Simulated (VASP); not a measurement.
# C (Fd-3m) in VASP: a series of runs

The runs below take C through single point, with LDA.

Everything below comes from runs of VASP 6.6.1. Logs are shortened: lines on timing, memory, paths and dates and some standing lists are left out, and cuts for length are marked.

## Step 1: The cell of the first run

The structure is cubic, space group Fd-3m (No. 227). Conventional cell: a = 3.531 Å, b = 3.531 Å, c = 3.531 Å, α = 90.00°, β = 90.00°, γ = 90.00°. Within 2.0 Å of C (site symmetry -43m) lie 4 C at 1.53 Å.

## Step 2: Single point, LDA

The input, INCAR:

```
ALGO = Normal
EDIFF = 1E-6
ENCUT = 1300
GGA_COMPAT = False
ISIF = 2
ISMEAR = 0
LASPH = True
LCHARG = False
LREAL = False
LWAVE = False
NBANDS = 11
NELM = 120
PREC = Accurate
SIGMA = 0.02
```

The input, KPOINTS:

```
k-points
0
Gamma
  12 12 12
```

The input, POSCAR:

```
C
1.0
    0.0000000000      1.7657234629      1.7657234629
    1.7657234629      0.0000000000      1.7657234629
    1.7657234629      1.7657234629      0.0000000000
C
2
Direct
    0.0000000000      0.0000000000      0.0000000000
    0.2500000000      0.2500000000      0.2500000000
```

Potentials or basis: VASP PAW LDA potentials, release 64 (C_h).

Launch:

```sh
cat potpaw_LDA.64/C_h/POTCAR > POTCAR
mpirun -np 1 vasp_std > vasp.out
```

OUTCAR:

```text
EDIFF = 1E-6
   ENCUT = 1300
   ISIF = 2
   ISMEAR = 0
   LASPH = True
   LREAL = False
   NELM = 120
   PREC = Accurate

 ion  position               nearest neighbor table
   1  0.000  0.000  0.000-
   2  0.250  0.250  0.250-

  LATTYP: Found a face centered cubic cell.
 ALAT       =     3.5314469258

  Lattice vectors:

 A1 = (   0.0000000000,   1.7657234629,   1.7657234629)
 A2 = (   1.7657234629,   0.0000000000,   1.7657234629)
 A3 = (   1.7657234629,   1.7657234629,   0.0000000000)

Analysis of symmetry for initial positions (statically):
=====================================================================
 Subroutine PRICEL returns:
 Original cell was already a primitive cell.

 Routine SETGRP: Setting up the symmetry group for a
 face centered cubic supercell.

 Subroutine GETGRP returns: Found 48 space group operations
 (whereof 24 operations were pure point group operations)
 out of a pool of 48 trial point group operations.

The static configuration has the point symmetry T_d .
 The point group associated with its full space group is O_h .

Analysis of symmetry for dynamics (positions and initial velocities):
=====================================================================
 Subroutine PRICEL returns:
 Original cell was already a primitive cell.

 Routine SETGRP: Setting up the symmetry group for a
 face centered cubic supercell.

 Subroutine GETGRP returns: Found 48 space group operations
 (whereof 24 operations were pure point group operations)
 out of a pool of 48 trial point group operations.

The dynamic configuration has the point symmetry T_d .
 The point group associated with its full space group is O_h .

 Subroutine INISYM returns: Found 48 space group operations
 (whereof 24 operations are pure point group operations),
 and found     1 'primitive' translations

----------------------------------------------------------------------------------------

                                     Primitive cell

  volume of cell :      11.0103

  direct lattice vectors                    reciprocal lattice vectors
     0.000000000  1.765723463  1.765723463    -0.283170049  0.283170049  0.283170049
     1.765723463  0.000000000  1.765723463     0.283170049 -0.283170049  0.283170049
     1.765723463  1.765723463  0.000000000     0.283170049  0.283170049 -0.283170049

  length of vectors
     2.497110069  2.497110069  2.497110069     0.490464913  0.490464913  0.490464913

  position of ions in fractional coordinates (direct lattice)
     0.000000000  0.000000000  0.000000000
     0.250000000  0.250000000  0.250000000

  ion indices of the primitive-cell ions
   primitive index   ion index
                 1           1
                 2           2

----------------------------------------------------------------------------------------

 KPOINTS: k-points

Automatic generation of k-mesh.
 Grid dimensions read from file:
 generate k-points for:   12   12   12

 Generating k-lattice:

  Cartesian coordinates                     Fractional coordinates (reciprocal lattice)
    -0.023597504  0.023597504  0.023597504     0.083333333  0.000000000  0.000000000
     0.023597504 -0.023597504  0.023597504     0.000000000  0.083333333  0.000000000
     0.023597504  0.023597504 -0.023597504     0.000000000  0.000000000  0.083333333

  Length of vectors
     0.040872076  0.040872076  0.040872076

  Shift w.r.t. Gamma in fractional coordinates (k-lattice)
     0.000000000  0.000000000  0.000000000

 Subroutine IBZKPT returns following result:
 ===========================================

 Found     72 irreducible k-points:

 Following reciprocal coordinates:
            Coordinates               Weight
  0.000000  0.000000  0.000000      1.000000
  0.083333  0.000000  0.000000      8.000000
  0.166667  0.000000  0.000000      8.000000
  0.250000  0.000000  0.000000      8.000000
  0.333333  0.000000  0.000000      8.000000
  0.416667  0.000000  0.000000      8.000000
[... 16 lines left out ...]
  0.500000  0.166667  0.000000     24.000000
 -0.416667  0.166667  0.000000     24.000000
 [... further k-points ...]
   k-points           NKPTS =     72   k-points in BZ     NKDIM =     72   number of bands    NBANDS=     11
   number of dos      NEDOS =    301   number of ions     NIONS =      2
   total plane-waves  NPLWV =  27000
   dimension x,y,z NGX =    30 NGY =   30 NGZ =   30
   dimension x,y,z NGXF=    60 NGYF=   60 NGZF=   60
   ions per type =               2
   NGX,Y,Z   is equivalent  to a cutoff of  19.97, 19.97, 19.97 a.u.
   NGXF,Y,Z  is equivalent  to a cutoff of  39.95, 39.95, 39.95 a.u.
 SYSTEM =  unknown system
   PREC   = accura    normal or accurate (medium, high low for compatibility)
   ISTART =      0    job   : 0-new  1-cont  2-samecut
   ICHARG =      2    charge: 1-file 2-atom 10-const
   ISPIN  =      1    spin polarized calculation?
   LNONCOLLINEAR =      F non collinear calculations
   LSORBIT =      F    spin-orbit coupling
   LASPH  =      T    aspherical Exc in radial PAW
   ENCUT  = 1300.0 eV  95.55 Ry    9.77 a.u.   7.34  7.34  7.34*2*pi/ulx,y,z
   NELM   =    120;   NELMIN=  2; NELMDL= -5     # of ELM steps
   EDIFF  = 0.1E-05   stopping-criterion for ELM
   LREAL  =      F    real-space projection
[... 7 lines left out ...]
   TEBEG  =    0.0;   TEEND  =   0.0 temperature during run
   PSTRESS=    0.0 pullay stress
   NELECT =       8.0000    total number of electrons
   NUPDOWN=      -1.0000    fix difference up-down
   EMIN   =  10.00;   EMAX   =-10.00  energy-range for DOS
   EFERMI =   0.00;   METHOD = LEGACY
   ISMEAR =     0;   SIGMA  =   0.02  broadening in eV -4-tet -1-fermi 0-gaus
   EFERMI_NEDOS =   21; number of points for ismear=-14 and -15
   IALGO  =     38    algorithm
   IMIX   =      4    mixing-type and parameters
     AMIX     =   0.40;   BMIX     =  1.00
     AMIX_MAG =   1.60;   BMIX_MAG =  1.00
  volume/ion in A,a.u.               =       5.51        37.15
  Fermi-wavevector in a.u.,A,eV,Ry     =   1.471766  2.781235 29.471519  2.166096
  Thomas-Fermi vector in A             =   2.586862
   LORBIT       =      0    0 simple, 1 ext, 2 COOP (PROOUT), +10 PAW based schemes
   GGA     = CA    functional components
   LHFCALC =     F    Hartree Fock is set to
   AEXX    =    0.0000 exact exchange contribution
   IVDW    =     0    specifies the selected vdW correction
   LEPSILON=     F    determine dielectric tensor
   LRPA    =     F    only Hartree local field effects (RPA)
 non-spin polarized calculation
 Gauss-broadening in eV      SIGMA  =   0.02
  energy-cutoff  :     1300.00
  volume of cell :       11.01
 maximum number of plane-waves:      1211
 NGX is ok and might be reduce to    30
   NGX = 15   NGY = 15   NGZ = 15

 number of electron       8.0000000 magnetization

 Free energy of the ion-electron system (eV)
  ---------------------------------------------------
  ext. energy  EPLUGINS =         0.00000000
  ---------------------------------------------------
  free energy    TOTEN  =       -20.26744846 eV

  energy without entropy =      -20.26744846  energy(sigma->0) =      -20.26744846

 E-fermi :  11.5950     XC(G=0): -13.7985

 val. band max:       11.3416237249   @ k =   0.0000   0.0000   0.0000
 cond. band min:      15.5412712374   @ k =   0.3333   0.3333   0.0000
 fundamental gap:      4.1996475124
 Fermi energy:        11.5949937608

 k-point     1 :       0.0000    0.0000    0.0000
  band No.  band energies     occupation
      1     -10.3797      2.00000
      2      11.3416      2.00000
      3      11.3416      2.00000
      4      11.3416      2.00000
      5      16.9689      0.00000
      6      16.9689      0.00000
      7      16.9689      0.00000
      8      25.5779      0.00000
      9      30.7432      0.00000
     10      38.2970      0.00000
     11      38.2970      0.00000

 k-point     2 :       0.0833    0.0000    0.0000
  band No.  band energies     occupation
      1     -10.1838      2.00000
      2      10.0997      2.00000
      3      11.0089      2.00000
      4      11.0089      2.00000
      5      17.4036      0.00000
      6      17.4036      0.00000
      7      17.7225      0.00000
      8      25.6862      0.00000
      9      31.0548      0.00000
     10      35.9767      0.00000
     11      35.9767      0.00000

 k-point     3 :       0.1667    0.0000    0.0000
  band No.  band energies     occupation
      1      -9.5981      2.00000
      2       7.5384      2.00000
      3      10.2894      2.00000
      4      10.2894      2.00000
      5      18.3430      0.00000
      6      18.3430      0.00000
      7      18.9165      0.00000
      8      25.9918      0.00000
      9      31.7062      0.00000
     10      34.3333      0.00000
     11      34.3333      0.00000

 k-point     4 :       0.2500    0.0000    0.0000
  band No.  band energies     occupation
      1      -8.6301      2.00000
      2       4.6640      2.00000
      3       9.5499      2.00000
      4       9.5499      2.00000
      5      19.2090      0.00000
      6      19.2090      0.00000
      7      19.8115      0.00000
      8      26.4107      0.00000
      9      32.1473      0.00000
     10      33.9072      0.00000
     11      33.9072      0.00000
[... 239 lines left out ...]
 k-point    22 :       0.4167    0.1667    0.0000
  band No.  band energies     occupation
      1      -6.1141      2.00000
      2       1.4381      2.00000
      3       7.0275      2.00000
      4       7.1755      2.00000
      5      18.0809      0.00000
      6      22.4659      0.00000
      7      22.8208      0.00000
      8      24.1629      0.00000
      9      32.4631      0.00000
     10      34.1428      0.00000
     11      39.0259      0.00000

 k-point    23 :       0.5000    0.1667    0.0000
  band No.  band energies     occupation
      1      -4.4582      2.00000
      2      -0.8847      2.00000
      3       6.2883      2.00000
      4       7.2680      2.00000
      5      18.4940      0.00000
      6      22.1810      0.00000
      7      23.0065      0.00000
      8      25.7560      0.00000
      9      31.5329      0.00000
     10      35.4478      0.00000
     11      38.1824      0.00000

 k-point    24 :      -0.4167    0.1667    0.0000
  band No.  band energies     occupation
      1      -3.9837      2.00000
      2      -1.4471      2.00000
      3       5.7842      2.00000
      4       7.6591      2.00000
      5      18.9404      0.00000
      6      21.6815      0.00000
      7      22.9898      0.00000
      8      26.9407      0.00000
      9      30.8458      0.00000
     10      35.7338      0.00000
     11      36.1577      0.00000

 [... further k-points ...]

------------------------ aborting loop because EDIFF is reached ----------------------------------------

  FORCE on cell =-STRESS in cart. coord.  units (eV):
  Direction    XX          YY          ZZ          XY          YZ          ZX
  --------------------------------------------------------------------------------------
  -------------------------------------------------------------------------------------
  Total        0.0710046      0.0710046      0.0710046     -0.0000000      0.0000000     -0.0000000
  in kB       10.3323527     10.3323527     10.3323527     -0.0000000      0.0000000     -0.0000000
  external PRESSURE =      10.3323527 kB  Pullay stress =       0.0000000 kB

 VOLUME and BASIS-vectors are now :
 -----------------------------------------------------------------------------
  energy-cutoff  :     1300.00
  volume of cell :       11.01
      direct lattice vectors                 reciprocal lattice vectors
     0.000000000  1.765723463  1.765723463    -0.283170049  0.283170049  0.283170049
     1.765723463  0.000000000  1.765723463     0.283170049 -0.283170049  0.283170049
     1.765723463  1.765723463  0.000000000     0.283170049  0.283170049 -0.283170049

 POSITION                                       TOTAL-FORCE (eV/Angst)
 -----------------------------------------------------------------------------------
      0.00000      0.00000      0.00000        -0.000000     -0.000000     -0.000000
      0.88286      0.88286      0.88286         0.000000      0.000000      0.000000
 -----------------------------------------------------------------------------------
    total drift:                               -0.000000     -0.000000      0.000000

  FREE ENERGIE OF THE ION-ELECTRON SYSTEM (eV)
  ---------------------------------------------------
  free  energy   TOTEN  =       -20.2674484586 eV

  energy  without entropy=      -20.2674484586  energy(sigma->0) =      -20.26744846
```

It took 42 s on 1 thread of Intel Xeon Platinum 8175M at 2.50GHz (Skylake/Cascade Lake), shared host; peak memory 0.15 GiB.

Results:

```
Free energy            : -20.2674 eV
Pressure               : 1.0 GPa
Band gap on the k mesh : 4.20 eV (least direct gap 5.63 eV)
```

Levels at points of the mesh, in eV from the valence-band top:
```csv
k point,band 2,band 3,band 4,band 5,band 6,band 7
"(0.00, 0.00, 0.00)",0.00,0.00,0.00,5.63,5.63,5.63
"(0.50, 0.00, 0.00)",-13.70,-2.87,-2.87,8.51,8.51,9.42
"(0.50, 0.50, 0.00)",-12.82,-6.47,-6.47,4.78,4.78,17.08
```

A k mesh can miss the band edges.

## Step 3: Single point, LDA

The input, INCAR:

```
  PREC = Accurate
  ENCUT = 1300
  EDIFF = 1E-6
  ISMEAR = 0
  SIGMA = 0.1
  LREAL = F
  LASPH = T
  NELM = 120
  ALGO = Normal
  ISIF = 2
  LWAVE = F
  LCHARG = F
  NBANDS = 11
  GGA_COMPAT = F
```

The input, KPOINTS:

```
regular mesh
0
Gamma
  10 10 10
```

The input, POSCAR:

```
C
1.0
    0.0000000000      1.7657957123      1.7657957123
    1.7657957123      0.0000000000      1.7657957123
    1.7657957123      1.7657957123      0.0000000000
C
2
Direct
    0.0000000000      0.0000000000      0.0000000000
    0.2500000000      0.2500000000      0.2500000000
```

Potentials or basis: VASP PAW LDA potentials, release 64 (C_h).

Launch:

```sh
cat potpaw_LDA.64/C_h/POTCAR > POTCAR
mpirun -np 1 vasp_std > vasp.out
```

It took 12 s on 1 thread of AMD EPYC 7R13 (Zen 3), shared host; peak memory 0.11 GiB.

Results (log left out):

```
Free energy            : -20.2674 eV
Pressure               : 1.0 GPa
Band gap on the k mesh : 4.21 eV (least direct gap 5.63 eV)
```

Levels at points of the mesh, in eV from the valence-band top:
| k point | band 1 | band 2 | band 3 | band 4 | band 5 | band 6 | band 7 | band 8 |
| --- | --- | --- | --- | --- | --- | --- | --- | --- |
| (0.00, 0.00, 0.00) | -21.72 | 0.00 | 0.00 | 0.00 | 5.63 | 5.63 | 5.63 | 14.23 |
| (0.50, 0.00, 0.00) | -15.71 | -13.69 | -2.87 | -2.87 | 8.51 | 8.51 | 9.42 | 15.67 |
| (0.50, 0.50, 0.00) | -12.82 | -12.82 | -6.47 | -6.47 | 4.77 | 4.77 | 17.07 | 17.07 |
